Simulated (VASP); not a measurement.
Here is a VASP 6.6.1 calculation.

The input INCAR:

```
PREC     = Accurate       # precision mode
ENCUT    = 520            # plane-wave cutoff, eV
EDIFF    = 1E-6           # SCF threshold, eV
ISMEAR   = 0              # smearing method
SIGMA    = 0.05           # smearing width, eV
LREAL    = False          # projectors in reciprocal space
LASPH    = True           # aspherical terms in the spheres
NELM     = 80             # most SCF steps
ALGO     = Normal         # electronic algorithm
ISIF     = 2              # what is computed and relaxed
LWAVE    = False          # write WAVECAR
LCHARG   = True           # write CHGCAR
GGA      = PE             # functional
LELF     = True           # ELF
LVHAR    = True         
NBANDS   = 12             # bands
```

The input KPOINTS:

```
regular mesh
0
Gamma
  8 8 8
```

File POSCAR:

```
LiCl
1.0
    0.0000000000      2.4878172000      2.5262886000
    2.4878172000      0.0000000000      2.5262886000
    2.4878172000      2.4878172000      0.0000000000
Li Cl
1 1
Direct
    0.0000000000      0.0000000000      0.0000000000
    0.5000000000      0.5000000000      0.5000000000
```

Potentials or basis: VASP PAW PBE potentials, release 64 (Li_sv, Cl).

Command:

```bash
$ cat potpaw_PBE.64/Li_sv/POTCAR potpaw_PBE.64/Cl/POTCAR > POTCAR
$ mpirun -np 1 vasp_std > vasp.out
```

Problem. Predict the band gap on the k mesh.

Solution. 6.77 eV, direct.

Caveat: the cell differs from its parent crystal (strain -0.030 along x and y, -0.015 along z). A k mesh can miss the band edges.
